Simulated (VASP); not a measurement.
# PbF2 (Fm-3m) in VASP: a series of runs, part 2 of 2

VASP 6.6.1. The steps go on from the part before.

## Step 3: Single point, PBE+D3(BJ) (strain -0.015 along x and y, -0.015 along z)

Contents of INCAR:

```
SYSTEM = PbF2
ALGO = Normal
EDIFF = 1E-7
ENCUT = 520
GGA = PE
ISIF = 2
ISMEAR = 0
IVDW = 12
LASPH = .True.
LCHARG = .True.
LELF = .True.
LREAL = .False.
LVHAR = .True.
LWAVE = .False.
NBANDS = 21
NELM = 100
PREC = Accurate
SIGMA = 0.05
```

Contents of KPOINTS:

```
k-points
0
Gamma
  8 8 8
  0 0 0
```

Contents of POSCAR:

```
PbF2
1.0
    0.0000000000      2.9253022500      2.9253022500
    2.9253022500      0.0000000000      2.9253022500
    2.9253022500      2.9253022500      0.0000000000
Pb F
1 2
Direct
    0.0000000000      0.0000000000      0.0000000000
    0.2500000000      0.2500000000      0.2500000000
    0.7500000000      0.7500000000      0.7500000000
```

Potentials or basis: VASP PAW PBE potentials, release 64 (Pb_d, F).

On the command line:

```bash
cat potpaw_PBE.64/Pb_d/POTCAR potpaw_PBE.64/F/POTCAR > POTCAR
mpirun -np 1 vasp_std > vasp.out
```

OUTCAR:

```text
SYSTEM = PbF2
   EDIFF = 1E-7
   ENCUT = 520
   GGA = PE
   ISIF = 2
   ISMEAR = 0
   IVDW = 12
   LASPH = .True.
   LREAL = .False.
   NELM = 100
   PREC = Accurate
 IVDW          = 12

 ion  position               nearest neighbor table
   1  0.000  0.000  0.000-   2 2.53   3 2.53   3 2.53   3 2.53   3 2.53   2 2.53   2 2.53   2 2.53

   2  0.250  0.250  0.250-   1 2.53   1 2.53   1 2.53   1 2.53
   3  0.750  0.750  0.750-   1 2.53   1 2.53   1 2.53   1 2.53

  LATTYP: Found a face centered cubic cell.
 ALAT       =     5.8506045000

  Lattice vectors:

 A1 = (   0.0000000000,   2.9253022500,   2.9253022500)
 A2 = (   2.9253022500,   0.0000000000,   2.9253022500)
 A3 = (   2.9253022500,   2.9253022500,   0.0000000000)

Analysis of symmetry for initial positions (statically):
=====================================================================
 Subroutine PRICEL returns:
 Original cell was already a primitive cell.

 Routine SETGRP: Setting up the symmetry group for a
 face centered cubic supercell.

 Subroutine GETGRP returns: Found 48 space group operations
 (whereof 48 operations were pure point group operations)
 out of a pool of 48 trial point group operations.

The static configuration has the point symmetry O_h .

Analysis of symmetry for dynamics (positions and initial velocities):
=====================================================================
 Subroutine PRICEL returns:
 Original cell was already a primitive cell.

 Routine SETGRP: Setting up the symmetry group for a
 face centered cubic supercell.

 Subroutine GETGRP returns: Found 48 space group operations
 (whereof 48 operations were pure point group operations)
 out of a pool of 48 trial point group operations.

The dynamic configuration has the point symmetry O_h .

 Subroutine INISYM returns: Found 48 space group operations
 (whereof 48 operations are pure point group operations),
 and found     1 'primitive' translations

[... 114 lines left out ...]
   IMIX   =      4    mixing-type and parameters
     AMIX     =   0.40;   BMIX     =  1.00
     AMIX_MAG =   1.60;   BMIX_MAG =  1.00
  volume/ion in A,a.u.               =      16.69       112.62
  Fermi-wavevector in a.u.,A,eV,Ry     =   1.348798  2.548858 24.752464  1.819255
  Thomas-Fermi vector in A             =   2.476437
   LORBIT       =      0    0 simple, 1 ext, 2 COOP (PROOUT), +10 PAW based schemes
   GGA     = PE    functional components
   LHFCALC =     F    Hartree Fock is set to
   AEXX    =    0.0000 exact exchange contribution
   IVDW    =    12    specifies the selected vdW correction
   LEPSILON=     F    determine dielectric tensor
   LRPA    =     F    only Hartree local field effects (RPA)
 non-spin polarized calculation
 Gauss-broadening in eV      SIGMA  =   0.05
  energy-cutoff  :      520.00
  volume of cell :       50.07
 maximum number of plane-waves:      1365
   NGX = 15   NGY = 15   NGZ = 15

 number of electron      27.9999987 magnetization

 Free energy of the ion-electron system (eV)
  ---------------------------------------------------
  ext. energy  EPLUGINS =         0.00000000
  ---------------------------------------------------
  free energy    TOTEN  =       -14.27906625 eV

  energy without entropy =      -14.27906625  energy(sigma->0) =      -14.27906625

 E-fermi :   2.6011     XC(G=0):  -9.6031

 val. band max:        2.3888944089   @ k =  -0.2500   0.5000   0.2500
 cond. band min:       6.7931510303   @ k =   0.5000   0.5000   0.0000
 fundamental gap:      4.4042566214
 Fermi energy:         2.6010928690

 k-point     1 :       0.0000    0.0000    0.0000
  band No.  band energies     occupation
      1     -19.0437      2.00000
      2     -18.3517      2.00000
      3     -12.1083      2.00000
      4     -12.1083      2.00000
      5     -12.1083      2.00000
      6     -12.0331      2.00000
[... 565 lines left out ...]
     20      18.7378      0.00000
     21      19.1057      0.00000

 [... further k-points ...]

------------------------ aborting loop because EDIFF is reached ----------------------------------------

 Edisp (eV)   -0.47839

 E8    (eV) :    -0.2057

  FORCE on cell =-STRESS in cart. coord.  units (eV):
  Direction    XX          YY          ZZ          XY          YZ          ZX
  --------------------------------------------------------------------------------------
  -------------------------------------------------------------------------------------
  Total       1.36171     1.36171     1.36171     0.00000     0.00000    -0.00000
  in kB      43.57665    43.57665    43.57665     0.00000     0.00000    -0.00000
  external pressure =       43.58 kB  Pullay stress =        0.00 kB

 VOLUME and BASIS-vectors are now :
 -----------------------------------------------------------------------------
  energy-cutoff  :      520.00
  volume of cell :       50.07
      direct lattice vectors                 reciprocal lattice vectors
     0.000000000  2.925302250  2.925302250    -0.170922509  0.170922509  0.170922509
     2.925302250  0.000000000  2.925302250     0.170922509 -0.170922509  0.170922509
     2.925302250  2.925302250  0.000000000     0.170922509  0.170922509 -0.170922509

 POSITION                                       TOTAL-FORCE (eV/Angst)
 -----------------------------------------------------------------------------------
      0.00000      0.00000      0.00000        -0.000000     -0.000000     -0.000000
      1.46265      1.46265      1.46265        -0.000000     -0.000000     -0.000000
      4.38795      4.38795      4.38795         0.000000      0.000000      0.000000
 -----------------------------------------------------------------------------------
    total drift:                                0.000000     -0.000000      0.000000

  FREE ENERGIE OF THE ION-ELECTRON SYSTEM (eV)
  ---------------------------------------------------
  free  energy   TOTEN  =       -14.7574570341 eV

  energy  without entropy=      -14.7574570341  energy(sigma->0) =      -14.75745703
```

stdout:

```text
POSCAR found type information on POSCAR PbF
 POSCAR found :  2 types and       3 ions
 scaLAPACK will be used
 LDA part: xc-table for (Slater+PW92), standard interpolation
 POSCAR, INCAR and KPOINTS ok, starting setup
 FFT: planning ... GRIDC
 FFT: planning ... GRID_SOFT
 FFT: planning ... GRID
 WAVECAR not read
 entering main loop
```

Wall time 15 s (1 thread of Intel Xeon Platinum 8559C (Emerald Rapids), shared host); peak memory 0.19 GiB.

Results:

| Quantity | Value |
| --- | --- |
| Free energy | -14.7575 eV |
| Pressure | 4.4 GPa |
| Band gap on the k mesh | 4.40 eV, indirect (least direct gap 4.56 eV) |
| Dispersion energy per atom | -0.159 eV |

Caveat: the cell differs from its parent crystal (strain -0.015 along x and y, -0.015 along z); spin-orbit coupling is left out, which moves the levels of the heavy elements. A k mesh can miss the band edges.

## Step 4: Single point, PBE+D3(BJ) (strain +0.015 along x and y, +0.015 along z)

Contents of INCAR:

```
SYSTEM = PbF2
PREC     = Accurate       ! precision mode
ENCUT    = 520            ! plane-wave cutoff, eV
EDIFF    = 1E-6           ! SCF threshold, eV
ISMEAR   = 0              ! smearing method
SIGMA    = 0.05           ! smearing width, eV
LREAL    = .False.        ! projectors in reciprocal space
LASPH    = .True.         ! aspherical terms in the spheres
NELM     = 100            ! most SCF steps
ALGO     = Normal         ! electronic algorithm
ISIF     = 2              ! what is computed and relaxed
LWAVE    = .False.        ! write WAVECAR
LCHARG   = .False.        ! write CHGCAR
GGA      = PE             ! functional
IVDW     = 12             ! dispersion correction
NBANDS   = 21             ! bands
```

Contents of KPOINTS:

```
Automatic mesh
0
Gamma
  8 8 8
  0 0 0
```

Contents of POSCAR:

```
PbF2
1.0
    0.0000000000      3.0143977500      3.0143977500
    3.0143977500      0.0000000000      3.0143977500
    3.0143977500      3.0143977500      0.0000000000
Pb F
1 2
Direct
    0.0000000000      0.0000000000      0.0000000000
    0.2500000000      0.2500000000      0.2500000000
    0.7500000000      0.7500000000      0.7500000000
```

Potentials or basis: VASP PAW PBE potentials, release 64 (Pb_d, F).

On the command line:

```bash
cat potpaw_PBE.64/Pb_d/POTCAR potpaw_PBE.64/F/POTCAR > POTCAR
mpirun -np 1 vasp_std > vasp.out
```

OUTCAR:

```text
SYSTEM = PbF2
   PREC = Accurate
   ENCUT = 520
   EDIFF = 1E-6
   ISMEAR = 0
   LREAL = .False.
   LASPH = .True.
   NELM = 100
   ISIF = 2
   GGA = PE
   IVDW = 12
 IVDW          = 12

 ion  position               nearest neighbor table
   1  0.000  0.000  0.000-   3 2.61   3 2.61   3 2.61   2 2.61   2 2.61   2 2.61   3 2.61   2 2.61

   2  0.250  0.250  0.250-   1 2.61   1 2.61   1 2.61   1 2.61
   3  0.750  0.750  0.750-   1 2.61   1 2.61   1 2.61   1 2.61

  LATTYP: Found a face centered cubic cell.
 ALAT       =     6.0287955000

  Lattice vectors:

 A1 = (   0.0000000000,   3.0143977500,   3.0143977500)
 A2 = (   3.0143977500,   0.0000000000,   3.0143977500)
 A3 = (   3.0143977500,   3.0143977500,   0.0000000000)

Analysis of symmetry for initial positions (statically):
=====================================================================
 Subroutine PRICEL returns:
 Original cell was already a primitive cell.

 Routine SETGRP: Setting up the symmetry group for a
 face centered cubic supercell.

 Subroutine GETGRP returns: Found 48 space group operations
 (whereof 48 operations were pure point group operations)
 out of a pool of 48 trial point group operations.

The static configuration has the point symmetry O_h .

Analysis of symmetry for dynamics (positions and initial velocities):
=====================================================================
 Subroutine PRICEL returns:
 Original cell was already a primitive cell.

 Routine SETGRP: Setting up the symmetry group for a
 face centered cubic supercell.

 Subroutine GETGRP returns: Found 48 space group operations
 (whereof 48 operations were pure point group operations)
 out of a pool of 48 trial point group operations.

The dynamic configuration has the point symmetry O_h .

 Subroutine INISYM returns: Found 48 space group operations
 (whereof 48 operations are pure point group operations),
 and found     1 'primitive' translations

[... 114 lines left out ...]
   IMIX   =      4    mixing-type and parameters
     AMIX     =   0.40;   BMIX     =  1.00
     AMIX_MAG =   1.60;   BMIX_MAG =  1.00
  volume/ion in A,a.u.               =      18.26       123.23
  Fermi-wavevector in a.u.,A,eV,Ry     =   1.308932  2.473522 23.310888  1.713302
  Thomas-Fermi vector in A             =   2.439565
   LORBIT       =      0    0 simple, 1 ext, 2 COOP (PROOUT), +10 PAW based schemes
   GGA     = PE    functional components
   LHFCALC =     F    Hartree Fock is set to
   AEXX    =    0.0000 exact exchange contribution
   IVDW    =    12    specifies the selected vdW correction
   LEPSILON=     F    determine dielectric tensor
   LRPA    =     F    only Hartree local field effects (RPA)
 non-spin polarized calculation
 Gauss-broadening in eV      SIGMA  =   0.05
  energy-cutoff  :      520.00
  volume of cell :       54.78
 maximum number of plane-waves:      1490
   NGX = 15   NGY = 15   NGZ = 15

 number of electron      28.0000033 magnetization

 Free energy of the ion-electron system (eV)
  ---------------------------------------------------
  ext. energy  EPLUGINS =         0.00000000
  ---------------------------------------------------
  free energy    TOTEN  =       -14.34927593 eV

  energy without entropy =      -14.34927593  energy(sigma->0) =      -14.34927593

 E-fermi :   1.4947     XC(G=0):  -9.1550

 val. band max:        1.2847022245   @ k =   0.5000   0.0000   0.0000
 cond. band min:       5.7004276489   @ k =   0.5000   0.5000   0.0000
 fundamental gap:      4.4157254243
 Fermi energy:         1.4946983070

 k-point     1 :       0.0000    0.0000    0.0000
  band No.  band energies     occupation
      1     -19.4147      2.00000
      2     -18.8792      2.00000
      3     -13.1093      2.00000
      4     -13.1093      2.00000
      5     -13.1093      2.00000
      6     -13.0722      2.00000
[... 565 lines left out ...]
     20      17.0289      0.00000
     21      17.6004      0.00000

 [... further k-points ...]

------------------------ aborting loop because EDIFF is reached ----------------------------------------

 Edisp (eV)   -0.43811

 E8    (eV) :    -0.1891

  FORCE on cell =-STRESS in cart. coord.  units (eV):
  Direction    XX          YY          ZZ          XY          YZ          ZX
  --------------------------------------------------------------------------------------
  -------------------------------------------------------------------------------------
  Total      -0.80101    -0.80101    -0.80101    -0.00000     0.00000    -0.00000
  in kB     -23.42691   -23.42691   -23.42691    -0.00000     0.00000    -0.00000
  external pressure =      -23.43 kB  Pullay stress =        0.00 kB

 VOLUME and BASIS-vectors are now :
 -----------------------------------------------------------------------------
  energy-cutoff  :      520.00
  volume of cell :       54.78
      direct lattice vectors                 reciprocal lattice vectors
     0.000000000  3.014397750  3.014397750    -0.165870612  0.165870612  0.165870612
     3.014397750  0.000000000  3.014397750     0.165870612 -0.165870612  0.165870612
     3.014397750  3.014397750  0.000000000     0.165870612  0.165870612 -0.165870612

 POSITION                                       TOTAL-FORCE (eV/Angst)
 -----------------------------------------------------------------------------------
      0.00000      0.00000      0.00000        -0.000000      0.000000     -0.000000
      1.50720      1.50720      1.50720         0.000000     -0.000000     -0.000000
      4.52160      4.52160      4.52160         0.000000      0.000000      0.000000
 -----------------------------------------------------------------------------------
    total drift:                                0.000000     -0.000000      0.000000

  FREE ENERGIE OF THE ION-ELECTRON SYSTEM (eV)
  ---------------------------------------------------
  free  energy   TOTEN  =       -14.7873833652 eV

  energy  without entropy=      -14.7873833652  energy(sigma->0) =      -14.78738337
```

Wall time 14 s (1 thread of Intel Xeon Platinum 8559C (Emerald Rapids), shared host); peak memory 0.2 GiB.

What came out:

```
Free energy                : -14.7874 eV
Pressure                   : -2.3 GPa
Band gap on the k mesh     : 4.42 eV, indirect (least direct gap 4.56 eV)
Dispersion energy per atom : -0.146 eV
```

Levels at points of the mesh, in eV from the valence-band top:
| k point | band 11 | band 12 | band 13 | band 14 | band 15 | band 16 | band 17 | band 18 |
| --- | --- | --- | --- | --- | --- | --- | --- | --- |
| (0.00, 0.00, 0.00) | -2.15 | -1.67 | -1.67 | -1.67 | 6.71 | 6.71 | 6.71 | 10.50 |
| (0.50, 0.00, 0.00) | -2.32 | -1.84 | -1.84 | 0.00 | 5.03 | 7.50 | 7.50 | 13.13 |
| (0.50, 0.50, 0.00) | -1.29 | -1.29 | -1.28 | -0.14 | 4.42 | 7.71 | 7.71 | 9.06 |

Caveat: the cell differs from its parent crystal (strain +0.015 along x and y, +0.015 along z); spin-orbit coupling is left out, which moves the levels of the heavy elements. A k mesh can miss the band edges.

## Step 5: The runs side by side

| cell | gap on the mesh (eV) | pressure (GPa) |
| --- | --- | --- |
| a = 4.074 Å, angles 60.0°, 3 atoms | 4.38 | 9.0 |
| a = 4.137 Å, angles 60.0°, 3 atoms | 4.40 | 4.4 |
| a = 4.263 Å, angles 60.0°, 3 atoms | 4.42 | -2.3 |

Alike in all rows: task single point; level PBE+D3(BJ); potentials or basis VASP PAW PBE potentials, release 64 (Pb_d, F); no spin polarisation; k mesh 8 × 8 × 8; cutoff (eV) 520; smearing gaussian 0.05 eV.

Caveats: spin-orbit coupling is left out, which moves the levels of the heavy elements.

Total energies depend on the potentials used, so only differences within one code and one set of settings carry meaning.
